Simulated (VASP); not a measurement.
W, 1 atom in the cell. The structure is cubic, space group Fm-3m (No. 225). Conventional cell: a = 4.005 Å, b = 4.005 Å, c = 4.005 Å, α = 90.00°, β = 90.00°, γ = 90.00°. W (site symmetry m-3m) has 12 W at 2.83 Å within 3.7 Å. This isn't the form of W at room conditions, which is bcc.

- Program: VASP 6.6.1
- Task: single point
- Functional: PBE0
- Potentials or basis: VASP PAW PBE potentials, release 64 (W_sv)
- Cutoff: 520 eV
- k mesh: 6 × 6 × 6
- Occupations: fermi-dirac, width 0.05 eV
- Spin: no spin polarisation
- Dipole correction: no
- Grid for exact exchange (PRECFOCK): Normal
- Further INCAR settings: ALGO = Normal; EDIFF = 1e-07; NBANDS = 13
- Share of exact exchange: 0.25

Potentials or basis: VASP PAW PBE potentials, release 64 (W_sv).

Launch:

```bash
$ cat potpaw_PBE.64/W_sv/POTCAR > POTCAR
$ cp INCAR.step1 INCAR
$ mpirun -np 1 vasp_std > vasp.out
$ cp INCAR.step2 INCAR
$ mpirun -np 1 vasp_std > vasp.out
```

Hardware: 1 thread of Intel(R) Xeon(R) Platinum 8259CL CPU @ 2.50GHz (Skylake/Cascade Lake), with other jobs on the host.

Task: How long does it take, and how much memory?

Result: Wall time 16 min on 1 thread of Intel(R) Xeon(R) Platinum 8259CL CPU @ 2.50GHz (Skylake/Cascade Lake), on a shared host, peak memory 0.15 GiB. Counts: k points 16.
